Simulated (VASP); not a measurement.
# Au (P6_3/mmc) in VASP: notebook

The runs below take Au through single point, with PBEsol.

Program: VASP 6.6.1. These are calculated values, not measurements. Logs are shortened: lines on timing, memory, paths and dates and some standing lists are left out, and cuts for length are marked.

**1. The cell of the first run**

The structure is hexagonal, space group P6_3/mmc (No. 194). The conventional cell has a = 2.865 Å, b = 2.865 Å, c = 4.791 Å, α = 90.00°, β = 90.00°, γ = 120.00°. Within 3.8 Å of Au (site symmetry -6m2) lie 12 Au at 2.87 to 2.91 Å.

This isn't the form of Au at room conditions, which is fcc.

**2. Single point, PBEsol**

The input, INCAR:

```
PREC = Accurate
ENCUT = 520
EDIFF = 1E-6
ISMEAR = 0
SIGMA = 0.1
LREAL = False
LASPH = True
NELM = 100
ALGO = Fast
ISIF = 2
LWAVE = False
LCHARG = False
GGA = PS
NBANDS = 18
```

The input, KPOINTS:

```
regular mesh
0
Gamma
  18 18 10
```

The input, POSCAR:

```
Au
1.0
    2.8651901210      0.0000000000      0.0000000000
   -1.4325950605      2.4813274315      0.0000000000
    0.0000000000      0.0000000000      4.7905780137
Au
2
Direct
    0.3333333333      0.6666666667      0.7500000000
    0.6666666667      0.3333333333      0.2500000000
```

Potentials or basis: VASP PAW PBE potentials, release 64 (Au).

On the command line:

```sh
$ cat potpaw_PBE.64/Au/POTCAR > POTCAR
$ mpirun -np 1 vasp_std > vasp.out
```

OUTCAR:

```text
PREC = Accurate
   ENCUT = 520
   EDIFF = 1E-6
   ISMEAR = 0
   LREAL = False
   LASPH = True
   NELM = 100
   ISIF = 2
   GGA = PS

 ion  position               nearest neighbor table
   1  0.333  0.667  0.750-   2 2.91   2 2.91   2 2.91   2 2.91   2 2.91   2 2.91
   2  0.667  0.333  0.250-   1 2.91   1 2.91   1 2.91   1 2.91   1 2.91   1 2.91

  LATTYP: Found a hexagonal cell.
 ALAT       =     2.8651901210
 C/A-ratio  =     1.6719930655

  Lattice vectors:

 A1 = (   2.8651901210,   0.0000000000,   0.0000000000)
 A2 = (  -1.4325950605,   2.4813274315,   0.0000000000)
 A3 = (   0.0000000000,   0.0000000000,   4.7905780137)

Analysis of symmetry for initial positions (statically):
=====================================================================
 Subroutine PRICEL returns:
 Original cell was already a primitive cell.

 Routine SETGRP: Setting up the symmetry group for a
 hexagonal supercell.

 Subroutine GETGRP returns: Found 24 space group operations
 (whereof 12 operations were pure point group operations)
 out of a pool of 24 trial point group operations.

The static configuration has the point symmetry D_3d.
 The point group associated with its full space group is D_6h.

Analysis of symmetry for dynamics (positions and initial velocities):
=====================================================================
 Subroutine PRICEL returns:
 Original cell was already a primitive cell.

 Routine SETGRP: Setting up the symmetry group for a
 hexagonal supercell.

 Subroutine GETGRP returns: Found 24 space group operations
 (whereof 12 operations were pure point group operations)
 out of a pool of 24 trial point group operations.

The dynamic configuration has the point symmetry D_3d.
 The point group associated with its full space group is D_6h.

 Subroutine INISYM returns: Found 24 space group operations
 (whereof 12 operations are pure point group operations),
 and found     1 'primitive' translations

----------------------------------------------------------------------------------------

                                     Primitive cell

  volume of cell :      34.0585

  direct lattice vectors                    reciprocal lattice vectors
     2.865190121  0.000000000  0.000000000     0.349016979  0.201505047  0.000000000
    -1.432595060  2.481327432  0.000000000     0.000000000  0.403010093  0.000000000
     0.000000000  0.000000000  4.790578014     0.000000000  0.000000000  0.208743078

  length of vectors
     2.865190121  2.865190121  4.790578014     0.403010093  0.403010093  0.208743078

  position of ions in fractional coordinates (direct lattice)
     0.333333333  0.666666667  0.750000000
     0.666666667  0.333333333  0.250000000

  ion indices of the primitive-cell ions
   primitive index   ion index
                 1           1
                 2           2

----------------------------------------------------------------------------------------

 KPOINTS: regular mesh

Automatic generation of k-mesh.
 Grid dimensions read from file:
 generate k-points for:   18   18   10

 Generating k-lattice:

  Cartesian coordinates                     Fractional coordinates (reciprocal lattice)
     0.019389832  0.011194725  0.000000000     0.055555556  0.000000000  0.000000000
     0.000000000  0.022389450  0.000000000     0.000000000  0.055555556  0.000000000
     0.000000000  0.000000000  0.020874308     0.000000000  0.000000000  0.100000000

  Length of vectors
     0.022389450  0.022389450  0.020874308

  Shift w.r.t. Gamma in fractional coordinates (k-lattice)
     0.000000000  0.000000000  0.000000000

 Subroutine IBZKPT returns following result:
 ===========================================

 Found    222 irreducible k-points:

 Following reciprocal coordinates:
            Coordinates               Weight
  0.000000  0.000000  0.000000      1.000000
  0.055556 -0.000000  0.000000      6.000000
  0.111111 -0.000000  0.000000      6.000000
  0.166667  0.000000  0.000000      6.000000
  0.222222 -0.000000  0.000000      6.000000
  0.277778 -0.000000  0.000000      6.000000
[... 16 lines left out ...]
  0.333333  0.111111  0.000000     12.000000
  0.388889  0.111111  0.000000     12.000000
 [... further k-points ...]
   k-points           NKPTS =    222   k-points in BZ     NKDIM =    222   number of bands    NBANDS=     18
   number of dos      NEDOS =    301   number of ions     NIONS =      2
   total plane-waves  NPLWV =  20736
   dimension x,y,z NGX =    24 NGY =   24 NGZ =   36
   dimension x,y,z NGXF=    48 NGYF=   48 NGZF=   72
   ions per type =               2
   NGX,Y,Z   is equivalent  to a cutoff of  13.93, 13.93, 12.49 a.u.
   NGXF,Y,Z  is equivalent  to a cutoff of  27.85, 27.85, 24.99 a.u.
 SYSTEM =  unknown system
   PREC   = accura    normal or accurate (medium, high low for compatibility)
   ISTART =      0    job   : 0-new  1-cont  2-samecut
   ICHARG =      2    charge: 1-file 2-atom 10-const
   ISPIN  =      1    spin polarized calculation?
   LNONCOLLINEAR =      F non collinear calculations
   LSORBIT =      F    spin-orbit coupling
   LASPH  =      T    aspherical Exc in radial PAW
   ENCUT  =  520.0 eV  38.22 Ry    6.18 a.u.   5.33  5.33  8.91*2*pi/ulx,y,z
   NELM   =    100;   NELMIN=  2; NELMDL= -5     # of ELM steps
   EDIFF  = 0.1E-05   stopping-criterion for ELM
   LREAL  =      F    real-space projection
   EDIFFG = 0.1E-04   stopping-criterion for IOM
   NSW    =      0    number of steps for IOM
   IBRION =     -1    ionic relax: 0-MD 1-quasi-New 2-CG
   NFREE  =      0    steps in history (QN), initial steepest desc. (CG)
   ISIF   =      2    stress and relaxation
   ISYM   =      2    0-nonsym 1-usesym 2-fastsym
   POTIM  = 0.5000    time-step for ionic-motion
   TEBEG  =    0.0;   TEEND  =   0.0 temperature during run
   PSTRESS=    0.0 pullay stress
   NELECT =      22.0000    total number of electrons
   NUPDOWN=      -1.0000    fix difference up-down
   EMIN   =  10.00;   EMAX   =-10.00  energy-range for DOS
   EFERMI =   0.00;   METHOD = LEGACY
   ISMEAR =     0;   SIGMA  =   0.10  broadening in eV -4-tet -1-fermi 0-gaus
   EFERMI_NEDOS =   21; number of points for ismear=-14 and -15
   IALGO  =     68    algorithm
   IMIX   =      4    mixing-type and parameters
     AMIX     =   0.40;   BMIX     =  1.00
     AMIX_MAG =   1.60;   BMIX_MAG =  1.00
  volume/ion in A,a.u.               =      17.03       114.92
  Fermi-wavevector in a.u.,A,eV,Ry     =   1.415166  2.674275 27.248299  2.002694
  Thomas-Fermi vector in A             =   2.536632
   LORBIT       =      0    0 simple, 1 ext, 2 COOP (PROOUT), +10 PAW based schemes
   GGA     = PS    functional components
   LHFCALC =     F    Hartree Fock is set to
   AEXX    =    0.0000 exact exchange contribution
   IVDW    =     0    specifies the selected vdW correction
   LEPSILON=     F    determine dielectric tensor
   LRPA    =     F    only Hartree local field effects (RPA)
 non-spin polarized calculation
 RMM-DIIS sequential band-by-band and
 Gauss-broadening in eV      SIGMA  =   0.10
  energy-cutoff  :      520.00
  volume of cell :       34.06
 maximum number of plane-waves:       930
 NGX is ok and might be reduce to    24
   NGX = 11   NGY = 11   NGZ = 17

 number of electron      22.0000004 magnetization

 Free energy of the ion-electron system (eV)
  ---------------------------------------------------
  ext. energy  EPLUGINS =         0.00000000
  ---------------------------------------------------
  free energy    TOTEN  =        -7.82956722 eV

  energy without entropy =       -7.82464929  energy(sigma->0) =       -7.82710825

 E-fermi :   9.2360     XC(G=0): -12.8890

 val. band max:        9.2357607185   @ k =   0.4444   0.0556   0.2000
 cond. band min:       9.2407411347   @ k =   0.2778   0.2222   0.2000
 fundamental gap:      0.0049804162
 Fermi energy:         9.2360148743

 k-point     1 :       0.0000    0.0000    0.0000
  band No.  band energies     occupation
      1      -0.6398      2.00000
      2       1.8712      2.00000
      3       4.4480      2.00000
      4       4.7100      2.00000
      5       4.7100      2.00000
      6       5.0307      2.00000
[... 10 lines left out ...]
     17      27.7090      0.00000
     18      27.7090      0.00000

 k-point     2 :       0.0556   -0.0000    0.0000
  band No.  band energies     occupation
      1      -0.5416      2.00000
      2       1.9531      2.00000
      3       4.4067      2.00000
      4       4.7436      2.00000
      5       4.7760      2.00000
      6       4.9944      2.00000
[... 10 lines left out ...]
     17      27.1502      0.00000
     18      27.2177      0.00000

 k-point     3 :       0.1111   -0.0000    0.0000
  band No.  band energies     occupation
      1      -0.2533      2.00000
      2       2.1833      2.00000
      3       4.2884      2.00000
      4       4.8110      2.00000
      5       4.9450      2.00000
      6       4.9701      2.00000
[... 10 lines left out ...]
     17      26.0067      0.00000
     18      27.2296      0.00000

 k-point     4 :       0.1667    0.0000    0.0000
  band No.  band energies     occupation
      1       0.2039      2.00000
      2       2.5034      2.00000
      3       4.1504      2.00000
      4       4.7040      2.00000
      5       4.8648      2.00000
      6       5.1363      2.00000
[... 375 lines left out ...]
      4       4.2507      2.00000
      5       4.6757      2.00000
      6       4.8003      2.00000
[... 10 lines left out ...]
     17      23.1846      0.00000
     18      24.9417      0.00000

 k-point    23 :       0.3333    0.1111    0.0000
  band No.  band energies     occupation
      1       2.5208      2.00000
      2       2.8060      2.00000
      3       3.1863      2.00000
      4       4.6235      2.00000
      5       4.6275      2.00000
      6       5.0454      2.00000
[... 10 lines left out ...]
     17      22.2644      0.00000
     18      24.2970      0.00000

 k-point    24 :       0.3889    0.1111    0.0000
  band No.  band energies     occupation
      1       2.6406      2.00000
      2       2.7047      2.00000
      3       3.0314      2.00000
      4       4.6165      2.00000
      5       4.9225      2.00000
      6       4.9986      2.00000
[... 10 lines left out ...]
     17      21.4559      0.00000
     18      23.9124      0.00000

 [... further k-points ...]
[... 5 lines left out ...]
  --------------------------------------------------------------------------------------
  -------------------------------------------------------------------------------------
  Total       -0.0382474     -0.0382474     -0.0518086      0.0000000     -0.0000000      0.0000000
  in kB       -1.7992303     -1.7992303     -2.4371744      0.0000000     -0.0000000      0.0000000
  external PRESSURE =      -2.0118783 kB  Pullay stress =       0.0000000 kB

 VOLUME and BASIS-vectors are now :
 -----------------------------------------------------------------------------
  energy-cutoff  :      520.00
  volume of cell :       34.06
      direct lattice vectors                 reciprocal lattice vectors
     2.865190121  0.000000000  0.000000000     0.349016979  0.201505047  0.000000000
    -1.432595060  2.481327432  0.000000000     0.000000000  0.403010093  0.000000000
     0.000000000  0.000000000  4.790578014     0.000000000  0.000000000  0.208743078

 POSITION                                       TOTAL-FORCE (eV/Angst)
 -----------------------------------------------------------------------------------
     -0.00000      1.65422      3.59293        -0.000000      0.000000      0.000000
      1.43260      0.82711      1.19764         0.000000      0.000000      0.000000
 -----------------------------------------------------------------------------------
    total drift:                               -0.000000      0.000000     -0.000000

  FREE ENERGIE OF THE ION-ELECTRON SYSTEM (eV)
  ---------------------------------------------------
  free  energy   TOTEN  =        -7.8295672184 eV

  energy  without entropy=       -7.8246492896  energy(sigma->0) =       -7.82710825
```

Run time: 3 min. Hardware: 1 thread of AMD EPYC, shared host; peak memory 0.2 GiB.

Results:

```
Free energy            : -7.8296 eV
Pressure               : -0.2 GPa
Band gap on the k mesh : zero (bands 11 and 12 overlap by 6.92 eV)
```

Levels at points of the mesh, in eV from the Fermi level:
| k point | band 9 | band 10 | band 11 | band 12 | band 13 | band 14 |
| --- | --- | --- | --- | --- | --- | --- |
| (0.00, 0.00, 0.00) | -3.53 | -2.13 | -2.13 | -1.14 | 2.77 | 14.58 |
| (0.50, 0.00, 0.00) | -1.82 | -1.63 | 0.39 | 1.60 | 5.79 | 7.33 |
| (0.00, 0.00, 0.50) | -2.59 | -2.59 | -2.59 | -2.59 | 10.75 | 10.75 |
| (0.50, 0.00, 0.50) | -1.71 | -1.71 | 0.45 | 0.45 | 4.00 | 4.00 |

Caveat: the PAW data sets were made with another functional, which shifts forces and pressure a little; spin-orbit coupling is left out, which moves the levels of the heavy elements.

[end of part 1 of 3]
